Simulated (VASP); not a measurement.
Here is a VASP 6.6.1 calculation.

The input POSCAR:

```
PbS
1.0
    0.0000000000      2.9574676547      2.9574676547
    2.9574676547      0.0000000000      2.9574676547
    2.9574676547      2.9574676547      0.0000000000
Pb S
1 1
Direct
    0.0000000000      0.0000000000      0.0000000000
    0.5000000000      0.5000000000      0.5000000000
```

The input INCAR.step1:

```
PREC     = Accurate       # precision mode
ENCUT    = 550            # plane-wave cutoff, eV
ISMEAR   = 0              # smearing method
SIGMA    = 0.02           # smearing width, eV
LREAL    = False          # projectors in reciprocal space
LASPH    = True           # aspherical terms in the spheres
NELM     = 120            # most SCF steps
NBANDS   = 17             # bands
GGA      = PE             # functional
ALGO     = Normal         # electronic algorithm
EDIFF    = 1E-5           # SCF threshold, eV
LWAVE    = True           # write WAVECAR
LCHARG   = False          # write CHGCAR
GGA_COMPAT= False
```

The input INCAR.step2:

```
PREC     = Accurate       # precision mode
ENCUT    = 550            # plane-wave cutoff, eV
EDIFF    = 1E-6           # SCF threshold, eV
ISMEAR   = 0              # smearing method
SIGMA    = 0.02           # smearing width, eV
LREAL    = False          # projectors in reciprocal space
LASPH    = True           # aspherical terms in the spheres
NELM     = 120            # most SCF steps
ALGO     = Normal         # electronic algorithm
ISIF     = 2              # what is computed and relaxed
LWAVE    = False          # write WAVECAR
LCHARG   = True           # write CHGCAR
METAGGA  = R2SCAN         # meta-GGA
LMIXTAU  = True         
LELF     = True           # ELF
LVHAR    = True         
NBANDS   = 17             # bands
ISTART   = 1            
GGA_COMPAT= False
```

File KPOINTS:

```
Automatic mesh
0
Gamma
  8 8 8
```

Potentials or basis: VASP PAW PBE potentials, release 64 (Pb_d, S).

Launch:

```bash
$ cat potpaw_PBE.64/Pb_d/POTCAR potpaw_PBE.64/S/POTCAR > POTCAR
$ cp INCAR.step1 INCAR
$ mpirun -np 1 vasp_std > vasp.out
$ cp INCAR.step2 INCAR
$ mpirun -np 1 vasp_std > vasp.out
```

(1) Predict the pressure.

(2) Estimate the band gap on the k mesh.

Results:

(1) 1.8 GPa.

(2) 0.59 eV.

Caveat: the PAW data sets were made with another functional, which shifts forces and pressure a little; spin-orbit coupling is left out, which moves the levels of the heavy elements.
